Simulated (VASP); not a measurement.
Here is a VASP 6.6.1 calculation.

INCAR

```
SYSTEM = Rh
  PREC = Accurate
  ENCUT = 520
  EDIFF = 1E-6
  ISMEAR = 0
  SIGMA = 0.15
  LREAL = .FALSE.
  LASPH = .TRUE.
  NELM = 100
  ALGO = Fast
  ISIF = 2
  LWAVE = .FALSE.
  LCHARG = .TRUE.
  GGA = PE
  LELF = .TRUE.
  LVHAR = .TRUE.
  NBANDS = 22
```

File KPOINTS:

```
regular mesh
0
G
  18 18 10
  0 0 0
```

File POSCAR:

```
Rh
1.0
    2.7794000000      0.0000000000      0.0000000000
   -1.3897000000      2.4070310073      0.0000000000
    0.0000000000      0.0000000000      4.2448000000
Rh
2
Direct
    0.6666666667      0.3333333333      0.7500000000
    0.3333333333      0.6666666667      0.2500000000
```

Potentials or basis: VASP PAW PBE potentials, release 64 (Rh_pv).

The run is started by

```bash
$ cat potpaw_PBE.64/Rh_pv/POTCAR > POTCAR
$ mpirun -np 1 vasp_std > vasp.out
```

Problem. What does it give for the pressure?

Solution. -0.5 GPa.

Problem. What does it give for the band gap on the k mesh?

Solution. Zero (bands 15 and 16 overlap by 2.12 eV).

Stress tensor (GPa, compression positive):
```
-4.85  0.00  0.00
 0.00 -4.85  0.00
 0.00  0.00  8.19
```
